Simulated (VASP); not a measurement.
# C (Cmme) in VASP: relaxation of cell and atoms with PBE

Aim: the relaxation of cell and atoms of C with PBE.

All numbers are computed with VASP 6.6.1; they aren't measurements. Logs are shortened: lines on timing, memory, paths and dates and some standing lists are left out, and cuts for length are marked.

## Step 1: The cell of the first run

Symmetry: Cmme, No. 67, orthorhombic system. The conventional cell has a = 2.456 Å, b = 4.254 Å, c = 7.173 Å, α = 90.00°, β = 90.00°, γ = 90.00°. C (site symmetry m) has 3 C at 1.42 Å within 1.9 Å.

## Step 2: Relaxation of cell and atoms, PBE

INCAR

```
SYSTEM = C
PREC = Accurate ; ENCUT = 1300
EDIFF = 1E-7 ; ISMEAR = 0
SIGMA = 0.1 ; LREAL = .FALSE.
LASPH = .TRUE. ; NELM = 120
ALGO = Normal ; ISIF = 3
LWAVE = .FALSE. ; LCHARG = .FALSE.
GGA = PE ; IBRION = 2
NSW = 80 ; EDIFFG = -0.01
GGA_COMPAT = .FALSE. ; NELMIN = 4
```

KPOINTS

```
Automatic mesh
0
G
  6 6 2
  0 0 0
```

POSCAR

```
C
1.0
    1.2280479700     -2.1270618200      0.0000000000
    1.2280479700      2.1270618200      0.0000000000
    0.0000000000      0.0000000000      7.1732677600
C
4
Direct
    0.0833794600      0.9166205400      0.7531376000
    0.5833794600      0.4166205400      0.2468624000
    0.9166205400      0.0833794600      0.2468624000
    0.4166205400      0.5833794600      0.7531376000
```

Potentials or basis: VASP PAW PBE potentials, release 64 (C_h).

Started as:

```sh
$ cat potpaw_PBE.64/C_h/POTCAR > POTCAR
$ mpirun -np 1 vasp_std > vasp.out
```

OUTCAR:

```text
SYSTEM = C
   PREC = Accurate
   ENCUT = 1300
   EDIFF = 1E-7
   ISMEAR = 0
   LREAL = .FALSE.
   LASPH = .TRUE.
   NELM = 120
   ISIF = 3
   GGA = PE
   IBRION = 2
   NSW = 80
   EDIFFG = -0.01
   NELMIN = 4

 ion  position               nearest neighbor table
   1  0.083  0.917  0.753-   4 1.42   4 1.42   4 1.42
   2  0.583  0.417  0.247-   3 1.42   3 1.42   3 1.42
   3  0.917  0.083  0.247-   2 1.42   2 1.42   2 1.42
   4  0.417  0.583  0.753-   1 1.42   1 1.42   1 1.42

  LATTYP: Found a hexagonal cell.
 ALAT       =     2.4561135566
 C/A-ratio  =     2.9205765918

  Lattice vectors:

 A1 = (   1.2280479700,  -2.1270618200,   0.0000000000)
 A2 = (   1.2280479700,   2.1270618200,   0.0000000000)
 A3 = (   0.0000000000,   0.0000000000,   7.1732677600)

Analysis of symmetry for initial positions (statically):
=====================================================================
 Subroutine PRICEL returns:
 Original cell was already a primitive cell.

 Routine SETGRP: Setting up the symmetry group for a
 hexagonal supercell.

 Subroutine GETGRP returns: Found  8 space group operations
 (whereof  4 operations were pure point group operations)
 out of a pool of 24 trial point group operations.

The static configuration has the point symmetry C_2h.
 The point group associated with its full space group is D_2h.

Analysis of symmetry for dynamics (positions and initial velocities):
=====================================================================
 Subroutine PRICEL returns:
 Original cell was already a primitive cell.

 Routine SETGRP: Setting up the symmetry group for a
 hexagonal supercell.

 Subroutine GETGRP returns: Found  8 space group operations
 (whereof  4 operations were pure point group operations)
 out of a pool of 24 trial point group operations.

The dynamic configuration has the point symmetry C_2h.
 The point group associated with its full space group is D_2h.

 Subroutine INISYM returns: Found  8 space group operations
 (whereof  4 operations are pure point group operations),
 and found     1 'primitive' translations

----------------------------------------------------------------------------------------

                                     Primitive cell

  volume of cell :      37.4751

  direct lattice vectors                    reciprocal lattice vectors
     1.228047970 -2.127061820  0.000000000     0.407150219 -0.235066041  0.000000000
     1.228047970  2.127061820  0.000000000     0.407150219  0.235066041  0.000000000
     0.000000000  0.000000000  7.173267760     0.000000000  0.000000000  0.139406479

  length of vectors
     2.456113557  2.456113557  7.173267760     0.470135453  0.470135453  0.139406479

  position of ions in fractional coordinates (direct lattice)
     0.083379460  0.916620540  0.753137600
     0.583379460  0.416620540  0.246862400
     0.916620540  0.083379460  0.246862400
     0.416620540  0.583379460  0.753137600

  ion indices of the primitive-cell ions
   primitive index   ion index
                 1           1
                 2           2
                 3           3
                 4           4

----------------------------------------------------------------------------------------

 KPOINTS: Automatic mesh

Automatic generation of k-mesh.
 Grid dimensions read from file:
 generate k-points for:    6    6    2

 Generating k-lattice:

  Cartesian coordinates                     Fractional coordinates (reciprocal lattice)
     0.067858370 -0.039177673  0.000000000     0.166666667 -0.000000000  0.000000000
     0.067858370  0.039177673  0.000000000    -0.000000000  0.166666667  0.000000000
     0.000000000  0.000000000  0.069703239     0.000000000  0.000000000  0.500000000

  Length of vectors
     0.078355909  0.078355909  0.069703239

  Shift w.r.t. Gamma in fractional coordinates (k-lattice)
     0.000000000  0.000000000  0.000000000

 Subroutine IBZKPT returns following result:
 ===========================================

 Found     26 irreducible k-points:

 Following reciprocal coordinates:
            Coordinates               Weight
  0.000000  0.000000  0.000000      1.000000
  0.166667  0.000000  0.000000      4.000000
 -0.166667  0.166667  0.000000      2.000000
  0.333333  0.000000  0.000000      4.000000
 -0.333333  0.333333  0.000000      2.000000
  0.500000  0.000000  0.000000      2.000000
[... 16 lines left out ...]
  0.333333  0.166667  0.500000      4.000000
 -0.166667  0.500000  0.500000      4.000000
 [... further k-points ...]
   k-points           NKPTS =     26   k-points in BZ     NKDIM =     26   number of bands    NBANDS=     12
   number of dos      NEDOS =    301   number of ions     NIONS =      4
   total plane-waves  NPLWV =  75600
   dimension x,y,z NGX =    30 NGY =   30 NGZ =   84
   dimension x,y,z NGXF=    60 NGYF=   60 NGZF=  168
   ions per type =               4
   NGX,Y,Z   is equivalent  to a cutoff of  20.31, 20.31, 19.47 a.u.
   NGXF,Y,Z  is equivalent  to a cutoff of  40.61, 40.61, 38.94 a.u.
 SYSTEM =  C
   PREC   = accura    normal or accurate (medium, high low for compatibility)
   ISTART =      0    job   : 0-new  1-cont  2-samecut
   ICHARG =      2    charge: 1-file 2-atom 10-const
   ISPIN  =      1    spin polarized calculation?
   LNONCOLLINEAR =      F non collinear calculations
   LSORBIT =      F    spin-orbit coupling
   LASPH  =      T    aspherical Exc in radial PAW
   ENCUT  = 1300.0 eV  95.55 Ry    9.77 a.u.   7.22  7.22 21.09*2*pi/ulx,y,z
   NELM   =    120;   NELMIN=  4; NELMDL= -5     # of ELM steps
   EDIFF  = 0.1E-06   stopping-criterion for ELM
   LREAL  =      F    real-space projection
   EDIFFG = -.1E-01   stopping-criterion for IOM
   NSW    =     80    number of steps for IOM
   IBRION =      2    ionic relax: 0-MD 1-quasi-New 2-CG
   NFREE  =      1    steps in history (QN), initial steepest desc. (CG)
   ISIF   =      3    stress and relaxation
   ISYM   =      2    0-nonsym 1-usesym 2-fastsym
   POTIM  = 0.5000    time-step for ionic-motion
   TEBEG  =    0.0;   TEEND  =   0.0 temperature during run
   PSTRESS=    0.0 pullay stress
   NELECT =      16.0000    total number of electrons
   NUPDOWN=      -1.0000    fix difference up-down
   EMIN   =  10.00;   EMAX   =-10.00  energy-range for DOS
   EFERMI =   0.00;   METHOD = LEGACY
   ISMEAR =     0;   SIGMA  =   0.10  broadening in eV -4-tet -1-fermi 0-gaus
   EFERMI_NEDOS =   21; number of points for ismear=-14 and -15
   IALGO  =     38    algorithm
   IMIX   =      4    mixing-type and parameters
     AMIX     =   0.40;   BMIX     =  1.00
     AMIX_MAG =   1.60;   BMIX_MAG =  1.00
  volume/ion in A,a.u.               =       9.37        63.22
  Fermi-wavevector in a.u.,A,eV,Ry     =   1.232728  2.329519 20.675669  1.519619
  Thomas-Fermi vector in A             =   2.367487
   LORBIT       =      0    0 simple, 1 ext, 2 COOP (PROOUT), +10 PAW based schemes
   GGA     = PE    functional components
   LHFCALC =     F    Hartree Fock is set to
   AEXX    =    0.0000 exact exchange contribution
   IVDW    =     0    specifies the selected vdW correction
   LEPSILON=     F    determine dielectric tensor
   LRPA    =     F    only Hartree local field effects (RPA)
 conjugate gradient relaxation of ions
 non-spin polarized calculation
 Gauss-broadening in eV      SIGMA  =   0.10
  energy-cutoff  :     1300.00
  volume of cell :       37.48
 maximum number of plane-waves:      4009
 NGX is ok and might be reduce to    30
   NGX = 15   NGY = 15   NGZ = 43

--------------------------------------- Ionic step        1  -------------------------------------------

 number of electron      16.0000001 magnetization

 Free energy of the ion-electron system (eV)
  ---------------------------------------------------
  ext. energy  EPLUGINS =         0.00000000
  ---------------------------------------------------
  free energy    TOTEN  =       -36.86712636 eV

  energy without entropy =      -36.86090831  energy(sigma->0) =      -36.86401733

------------------------ aborting loop because EDIFF is reached ----------------------------------------

  FORCE on cell =-STRESS in cart. coord.  units (eV):
  Direction    XX          YY          ZZ          XY          YZ          ZX
  --------------------------------------------------------------------------------------
  -------------------------------------------------------------------------------------
  Total        1.2561729      1.1375679      0.2269359      0.0000000      0.0000000      0.0000000
  in kB       53.7053482     48.6346083      9.7022235      0.0000000      0.0000000      0.0000000
  external PRESSURE =      37.3473933 kB  Pullay stress =       0.0000000 kB
[... 95 lines left out ...]
  FREE ENERGIE OF THE ION-ELECTRON SYSTEM (eV)
  ---------------------------------------------------
  free  energy   TOTEN  =       -36.8725120218 eV

  energy  without entropy=      -36.8663113150  energy(sigma->0) =      -36.86941167

[... ionic steps 4 to 14 ...]

--------------------------------------- Ionic step       15  -------------------------------------------

 number of electron      16.0000000 magnetization

------------------------ aborting loop because EDIFF is reached ----------------------------------------
[... 71 lines left out ...]
--------------------------------------- Ionic step       17  -------------------------------------------

 number of electron      16.0000000 magnetization

 Free energy of the ion-electron system (eV)
  ---------------------------------------------------
  ext. energy  EPLUGINS =         0.00000000
  ---------------------------------------------------
  free energy    TOTEN  =       -36.88042713 eV

  energy without entropy =      -36.87293651  energy(sigma->0) =      -36.87668182

 E-fermi :   4.1358     XC(G=0):  -9.3870

 val. band max:        4.1222410290   @ k =   0.3333   0.3333   0.5000
 cond. band min:       4.1389334335   @ k =   0.3333   0.3333   0.5000
 fundamental gap:      0.0166924045
 Fermi energy:         4.1357753720

 k-point     1 :       0.0000    0.0000    0.0000
  band No.  band energies     occupation
      1     -15.4147      2.00000
      2     -15.3271      2.00000
      3      -3.8858      2.00000
      4      -3.0130      2.00000
      5       1.0804      2.00000
      6       1.0827      2.00000
      7       1.0896      2.00000
      8       1.0967      2.00000
      9       7.5388      0.00000
     10      11.8060      0.00000
     11      12.4148      0.00000
     12      12.4410      0.00000
[... 331 lines left out ...]
 k-point    24 :      -0.1667    0.5000    0.5000
  band No.  band energies     occupation
      1     -10.9495      2.00000
      2     -10.9419      2.00000
      3      -7.2714      2.00000
      4      -7.2665      2.00000
      5      -3.9080      2.00000
      6      -3.9051      2.00000
      7       1.4605      2.00000
      8       1.5079      2.00000
      9       6.6386      0.00000
     10       6.6596      0.00000
     11      14.1148      0.00000
     12      14.1211      0.00000

 [... further k-points ...]

------------------------ aborting loop because EDIFF is reached ----------------------------------------

  FORCE on cell =-STRESS in cart. coord.  units (eV):
  Direction    XX          YY          ZZ          XY          YZ          ZX
  --------------------------------------------------------------------------------------
  -------------------------------------------------------------------------------------
  Total        0.0047317     -0.0065626      0.0100748      0.0000000     -0.0000000      0.0000000
  in kB        0.1849980     -0.2565819      0.3939046      0.0000000     -0.0000000      0.0000000
  external PRESSURE =       0.1074403 kB  Pullay stress =       0.0000000 kB
[... 19 lines left out ...]
  FREE ENERGIE OF THE ION-ELECTRON SYSTEM (eV)
  ---------------------------------------------------
  free  energy   TOTEN  =       -36.8804271335 eV

  energy  without entropy=      -36.8729365092  energy(sigma->0) =      -36.87668182

 reached required accuracy - stopping structural energy minimisation
```

It took 3.4 min on 1 thread of Intel Xeon 6975P-C (Granite Rapids), shared host; peak memory 0.27 GiB.

What came out:

```
Free energy                           : -36.8804 eV
Relaxed volume                        : 10.24 Å³/atom
Relaxed cell                          : a = 2.467 Å, b = 2.467 Å, c = 7.774 Å, α = 90.00°, β = 90.00°, γ = 119.96°
Space group after relaxing (to 0.1 Å) : Cmme (No. 67)
Energy gained by relaxing             : 3.3 meV/atom
Ionic steps                           : 17
Pressure after relaxing               : 0.0 GPa
Largest force after relaxing          : 0.007 eV/Å
```

Forces in eV/Å, atoms in the order of the input:
```
C    0.000  0.007  0.001
C    0.000  0.007 -0.001
C    0.000 -0.007 -0.001
C    0.000 -0.007  0.001
```

The path:
```csv
step,energy change (eV),largest force (eV/Å),pressure (GPa),volume (Å³)
1,0.0000,0.0259,3.73,37.48
2,0.0212,0.0633,-7.04,38.67
3,-0.0054,0.0040,0.23,37.84
4,-0.0054,0.0034,0.30,37.84
5,-0.0059,0.0014,0.30,37.93
6,-0.0073,0.0078,0.26,38.20
7,-0.0094,0.0250,0.21,38.74
8,-0.0105,0.1043,0.18,39.82
9,-0.0108,0.0917,0.16,39.87
10,-0.0113,0.0566,0.11,40.01
11,-0.0122,0.0012,0.02,40.29
12,-0.0128,0.0755,-0.14,40.84
13,-0.0132,0.0294,-0.05,40.89
14,-0.0133,0.0176,0.04,40.94
15,-0.0133,0.0157,0.04,40.94
16,-0.0133,0.0132,0.03,40.95
17,-0.0133,0.0067,0.01,40.98
```

Final structure:
```
CELL_PARAMETERS angstrom
1.23403 -2.13578 0.00000
1.23403 2.13578 0.00000
0.00000 0.00000 7.77398
ATOMIC_POSITIONS crystal
C 0.08340 0.91660 0.75338
C 0.58340 0.41660 0.24662
C 0.91660 0.08340 0.24662
C 0.41660 0.58340 0.75338
```

Caveat: the k points lie up to 0.49 Å⁻¹ apart in the final cell; this functional lacks dispersion, which binds layers or chains, so the pressure and a relaxed spacing across them are unreliable.
